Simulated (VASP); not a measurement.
# Na6BN (Fm-3m) in VASP: relaxation of cell and atoms with PBE

Aim: the relaxation of cell and atoms of Na6BN with PBE.

Everything below comes from runs of VASP 6.6.1. Logs are shortened: lines on timing, memory, paths and dates and some standing lists are left out, and cuts for length are marked.

**1. The cell of the first run**

It takes space group Fm-3m (No. 225, cubic). Conventional cell: a = 10.008 Å, b = 10.008 Å, c = 10.008 Å, α = 90.00°, β = 90.00°, γ = 90.00°. Na (site symmetry 4mm) has 1 N at 2.35 Å and 1 B at 2.65 Å within 3.1 Å. B (site symmetry m-3m) has 6 Na at 2.65 Å within 3.5 Å. Within 3.1 Å of N (site symmetry m-3m) lie 6 Na at 2.35 Å.

The cell was generated, and may not be a known phase.

**2. Relaxation of cell and atoms, PBE**

INCAR

```
SYSTEM = Na6BN
ALGO = Normal
EDIFF = 1E-7
EDIFFG = -0.01
ENCUT = 600
GGA = PE
IBRION = 2
ISIF = 3
ISMEAR = 0
LASPH = .True.
LCHARG = .False.
LREAL = .False.
LWAVE = .False.
NELM = 100
NSW = 100
PREC = Accurate
SIGMA = 0.1
```

KPOINTS

```
k-points
0
Gamma
  8 8 8
  0 0 0
```

POSCAR

```
Na6BN
1.0
    0.0000000000      5.0041065479      5.0041065479
    5.0041065479      0.0000000000      5.0041065479
    5.0041065479      5.0041065479      0.0000000000
Na B N
6 1 1
Direct
    0.7349548263      0.2650451737      0.7349548263
    0.2650451737      0.2650451737      0.7349548263
    0.2650451737      0.7349548263      0.2650451737
    0.2650451737      0.7349548263      0.7349548263
    0.7349548263      0.2650451737      0.2650451737
    0.7349548263      0.7349548263      0.2650451737
    0.0000000000      0.0000000000      0.0000000000
    0.5000000000      0.5000000000      0.5000000000
```

Potentials or basis: VASP PAW PBE potentials, release 64 (Na_pv, B, N).

Launch:

```bash
$ cat potpaw_PBE.64/Na_pv/POTCAR potpaw_PBE.64/B/POTCAR potpaw_PBE.64/N/POTCAR > POTCAR
$ mpirun -np 1 vasp_std > vasp.out
```

OUTCAR:

```text
SYSTEM = Na6BN
   EDIFF = 1E-7
   EDIFFG = -0.01
   ENCUT = 600
   GGA = PE
   IBRION = 2
   ISIF = 3
   ISMEAR = 0
   LASPH = .True.
   LREAL = .False.
   NELM = 100
   NSW = 100
   PREC = Accurate

 ion  position               nearest neighbor table
   1  0.735  0.265  0.735-
   2  0.265  0.265  0.735-
   3  0.265  0.735  0.265-
   4  0.265  0.735  0.735-
   5  0.735  0.265  0.265-
   6  0.735  0.735  0.265-
   7  0.000  0.000  0.000-
   8  0.500  0.500  0.500-

  LATTYP: Found a face centered cubic cell.
 ALAT       =    10.0082130958

  Lattice vectors:

 A1 = (   0.0000000000,   5.0041065479,   5.0041065479)
 A2 = (   5.0041065479,   0.0000000000,   5.0041065479)
 A3 = (   5.0041065479,   5.0041065479,   0.0000000000)

Analysis of symmetry for initial positions (statically):
=====================================================================
 Subroutine PRICEL returns:
 Original cell was already a primitive cell.

 Routine SETGRP: Setting up the symmetry group for a
 face centered cubic supercell.

 Subroutine GETGRP returns: Found 48 space group operations
 (whereof 48 operations were pure point group operations)
 out of a pool of 48 trial point group operations.

The static configuration has the point symmetry O_h .

Analysis of symmetry for dynamics (positions and initial velocities):
=====================================================================
 Subroutine PRICEL returns:
 Original cell was already a primitive cell.

 Routine SETGRP: Setting up the symmetry group for a
 face centered cubic supercell.

 Subroutine GETGRP returns: Found 48 space group operations
 (whereof 48 operations were pure point group operations)
 out of a pool of 48 trial point group operations.

The dynamic configuration has the point symmetry O_h .

 Subroutine INISYM returns: Found 48 space group operations
 (whereof 48 operations are pure point group operations),
 and found     1 'primitive' translations

----------------------------------------------------------------------------------------

                                     Primitive cell

  volume of cell :     250.6165

  direct lattice vectors                    reciprocal lattice vectors
     0.000000000  5.004106548  5.004106548    -0.099917936  0.099917936  0.099917936
     5.004106548  0.000000000  5.004106548     0.099917936 -0.099917936  0.099917936
     5.004106548  5.004106548  0.000000000     0.099917936  0.099917936 -0.099917936

  length of vectors
     7.076875348  7.076875348  7.076875348     0.173062943  0.173062943  0.173062943

  position of ions in fractional coordinates (direct lattice)
     0.734954826  0.265045174  0.734954826
     0.265045174  0.265045174  0.734954826
     0.265045174  0.734954826  0.265045174
     0.265045174  0.734954826  0.734954826
     0.734954826  0.265045174  0.265045174
     0.734954826  0.734954826  0.265045174
     0.000000000  0.000000000  0.000000000
     0.500000000  0.500000000  0.500000000

  ion indices of the primitive-cell ions
   primitive index   ion index
                 1           1
                 2           2
                 3           3
                 4           4
                 5           5
                 6           6
                 7           7
                 8           8

----------------------------------------------------------------------------------------

 KPOINTS: k-points

Automatic generation of k-mesh.
 Grid dimensions read from file:
 generate k-points for:    8    8    8

 Generating k-lattice:

  Cartesian coordinates                     Fractional coordinates (reciprocal lattice)
    -0.012489742  0.012489742  0.012489742     0.125000000  0.000000000  0.000000000
     0.012489742 -0.012489742  0.012489742     0.000000000  0.125000000  0.000000000
     0.012489742  0.012489742 -0.012489742     0.000000000  0.000000000  0.125000000

  Length of vectors
     0.021632868  0.021632868  0.021632868

  Shift w.r.t. Gamma in fractional coordinates (k-lattice)
     0.000000000  0.000000000  0.000000000

 Subroutine IBZKPT returns following result:
 ===========================================

 Found     29 irreducible k-points:

 Following reciprocal coordinates:
            Coordinates               Weight
  0.000000  0.000000  0.000000      1.000000
  0.125000  0.000000  0.000000      8.000000
  0.250000  0.000000  0.000000      8.000000
  0.375000  0.000000  0.000000      8.000000
  0.500000  0.000000  0.000000      4.000000
  0.125000  0.125000  0.000000      6.000000
[... 16 lines left out ...]
  0.500000  0.250000  0.125000     48.000000
 -0.375000  0.250000  0.125000     24.000000
 [... further k-points ...]
   k-points           NKPTS =     29   k-points in BZ     NKDIM =     29   number of bands    NBANDS=     30
   number of dos      NEDOS =    301   number of ions     NIONS =      8
   total plane-waves  NPLWV = 216000
   dimension x,y,z NGX =    60 NGY =   60 NGZ =   60
   dimension x,y,z NGXF=   120 NGYF=  120 NGZF=  120
   ions per type =               6   1   1
   NGX,Y,Z   is equivalent  to a cutoff of  14.09, 14.09, 14.09 a.u.
   NGXF,Y,Z  is equivalent  to a cutoff of  28.19, 28.19, 28.19 a.u.
 SYSTEM =  Na6BN
   PREC   = accura    normal or accurate (medium, high low for compatibility)
   ISTART =      0    job   : 0-new  1-cont  2-samecut
   ICHARG =      2    charge: 1-file 2-atom 10-const
   ISPIN  =      1    spin polarized calculation?
   LNONCOLLINEAR =      F non collinear calculations
   LSORBIT =      F    spin-orbit coupling
   LASPH  =      T    aspherical Exc in radial PAW
   ENCUT  =  600.0 eV  44.10 Ry    6.64 a.u.  14.13 14.13 14.13*2*pi/ulx,y,z
   NELM   =    100;   NELMIN=  2; NELMDL= -5     # of ELM steps
   EDIFF  = 0.1E-06   stopping-criterion for ELM
   LREAL  =      F    real-space projection
   EDIFFG = -.1E-01   stopping-criterion for IOM
   NSW    =    100    number of steps for IOM
   IBRION =      2    ionic relax: 0-MD 1-quasi-New 2-CG
   NFREE  =      1    steps in history (QN), initial steepest desc. (CG)
   ISIF   =      3    stress and relaxation
   ISYM   =      2    0-nonsym 1-usesym 2-fastsym
   POTIM  = 0.5000    time-step for ionic-motion
   TEBEG  =    0.0;   TEEND  =   0.0 temperature during run
   PSTRESS=    0.0 pullay stress
   NELECT =      50.0000    total number of electrons
   NUPDOWN=      -1.0000    fix difference up-down
   EMIN   =  10.00;   EMAX   =-10.00  energy-range for DOS
   EFERMI =   0.00;   METHOD = LEGACY
   ISMEAR =     0;   SIGMA  =   0.10  broadening in eV -4-tet -1-fermi 0-gaus
   EFERMI_NEDOS =   21; number of points for ismear=-14 and -15
   IALGO  =     38    algorithm
   IMIX   =      4    mixing-type and parameters
     AMIX     =   0.40;   BMIX     =  1.00
     AMIX_MAG =   1.60;   BMIX_MAG =  1.00
  volume/ion in A,a.u.               =      31.33       211.41
  Fermi-wavevector in a.u.,A,eV,Ry     =   0.956595  1.807703 12.450348  0.915075
  Thomas-Fermi vector in A             =   2.085538
   LORBIT       =      0    0 simple, 1 ext, 2 COOP (PROOUT), +10 PAW based schemes
   GGA     = PE    functional components
   LHFCALC =     F    Hartree Fock is set to
   AEXX    =    0.0000 exact exchange contribution
   IVDW    =     0    specifies the selected vdW correction
   LEPSILON=     F    determine dielectric tensor
   LRPA    =     F    only Hartree local field effects (RPA)
 conjugate gradient relaxation of ions
 non-spin polarized calculation
 Gauss-broadening in eV      SIGMA  =   0.10
  energy-cutoff  :      600.00
  volume of cell :      250.62
 maximum number of plane-waves:      8400
 NGX is ok and might be reduce to    60
   NGX = 29   NGY = 29   NGZ = 29

--------------------------------------- Ionic step        1  -------------------------------------------

 number of electron      50.0000015 magnetization

 Free energy of the ion-electron system (eV)
  ---------------------------------------------------
  ext. energy  EPLUGINS =         0.00000000
  ---------------------------------------------------
  free energy    TOTEN  =       -18.33080189 eV

  energy without entropy =      -18.23597168  energy(sigma->0) =      -18.28338679

------------------------ aborting loop because EDIFF is reached ----------------------------------------

  FORCE on cell =-STRESS in cart. coord.  units (eV):
  Direction    XX          YY          ZZ          XY          YZ          ZX
  --------------------------------------------------------------------------------------
  -------------------------------------------------------------------------------------
  Total        0.2174046      0.2174046      0.2174046      0.0000000     -0.0000000      0.0000000
  in kB        1.3898556      1.3898556      1.3898556      0.0000000     -0.0000000      0.0000000
  external PRESSURE =       1.3898556 kB  Pullay stress =       0.0000000 kB
[... 69 lines left out ...]
  energy  without entropy=      -18.2365159353  energy(sigma->0) =      -18.28399467

--------------------------------------- Ionic step        3  -------------------------------------------

 number of electron      50.0000011 magnetization

 Free energy of the ion-electron system (eV)
  ---------------------------------------------------
  ext. energy  EPLUGINS =         0.00000000
  ---------------------------------------------------
  free energy    TOTEN  =       -18.33173384 eV

  energy without entropy =      -18.23665574  energy(sigma->0) =      -18.28419479

 E-fermi :  -0.3003     XC(G=0):  -6.3744

 val. band max:       -0.3032436935   @ k =   0.3750   0.2500   0.1250
 cond. band min:      -0.2972598610   @ k =   0.5000   0.3750   0.0000
 fundamental gap:      0.0059838325
 Fermi energy:        -0.3002519294

 k-point     1 :       0.0000    0.0000    0.0000
  band No.  band energies     occupation
      1     -24.0858      2.00000
      2     -24.0858      2.00000
      3     -24.0858      2.00000
      4     -24.0729      2.00000
      5     -24.0729      2.00000
      6     -24.0729      2.00000
[... 781 lines left out ...]
     29       2.0964      0.00000
     30       2.5898      0.00000

 [... further k-points ...]

------------------------ aborting loop because EDIFF is reached ----------------------------------------

  FORCE on cell =-STRESS in cart. coord.  units (eV):
  Direction    XX          YY          ZZ          XY          YZ          ZX
  --------------------------------------------------------------------------------------
  -------------------------------------------------------------------------------------
  Total        0.0204445      0.0204445      0.0204445      0.0000000      0.0000000     -0.0000000
  in kB        0.1296984      0.1296984      0.1296984      0.0000000      0.0000000     -0.0000000
  external PRESSURE =       0.1296984 kB  Pullay stress =       0.0000000 kB
[... 23 lines left out ...]
  FREE ENERGIE OF THE ION-ELECTRON SYSTEM (eV)
  ---------------------------------------------------
  free  energy   TOTEN  =       -18.3317338436 eV

  energy  without entropy=      -18.2366557379  energy(sigma->0) =      -18.28419479

 reached required accuracy - stopping structural energy minimisation
```

Wall time 7.6 min (1 thread of AMD EPYC 9R45 (Zen 5), shared host); peak memory 0.64 GiB.

What came out:

```yaml
Free_energy: -18.3317 eV
Relaxed_volume: 31.57 Å³/atom
Relaxed_cell: a = 7.095 Å, b = 7.095 Å, c = 7.095 Å, α = 60.00°, β = 60.00°, γ = 60.00°
Space_group_after_relaxing_to_0.1_Å: Fm-3m (No. 225)
Energy_gained_by_relaxing: 0.1 meV/atom
Ionic_steps: 3
Pressure_after_relaxing: 0.0 GPa
Largest_force_after_relaxing: 0.005 eV/Å
Band_gap_on_the_k_mesh: zero (bands 25 and 26 overlap by 0.22 eV)
```

Forces on the atoms (eV/Å):
```
Na   0.000 -0.005  0.000
Na   0.000  0.000  0.005
Na   0.000  0.005  0.000
Na  -0.005  0.000  0.000
Na   0.005  0.000  0.000
Na   0.000  0.000 -0.005
B    0.000  0.000  0.000
N    0.000  0.000  0.000
```

Step by step:
```csv
step,energy change (eV),largest force (eV/Å),pressure (GPa),volume (Å³)
1,0.0000,0.0085,0.14,250.62
2,-0.0007,0.0014,0.07,251.60
3,-0.0009,0.0054,0.01,252.55
```

Final structure:
```cif
data_structure
_symmetry_space_group_name_H-M 'P 1'
_symmetry_Int_Tables_number 1
_cell_length_a 7.0951
_cell_length_b 7.0951
_cell_length_c 7.0951
_cell_angle_alpha 60.000
_cell_angle_beta 60.000
_cell_angle_gamma 60.000
_cell_volume 252.55
loop_
_atom_site_label
_atom_site_type_symbol
_atom_site_fract_x
_atom_site_fract_y
_atom_site_fract_z
_atom_site_occupancy
Na1 Na 0.73504 0.26496 0.73504 1
Na2 Na 0.26496 0.26496 0.73504 1
Na3 Na 0.26496 0.73504 0.26496 1
Na4 Na 0.26496 0.73504 0.73504 1
Na5 Na 0.73504 0.26496 0.26496 1
Na6 Na 0.73504 0.73504 0.26496 1
B1 B 0.00000 0.00000 0.00000 1
N1 N 0.50000 0.50000 0.50000 1
```
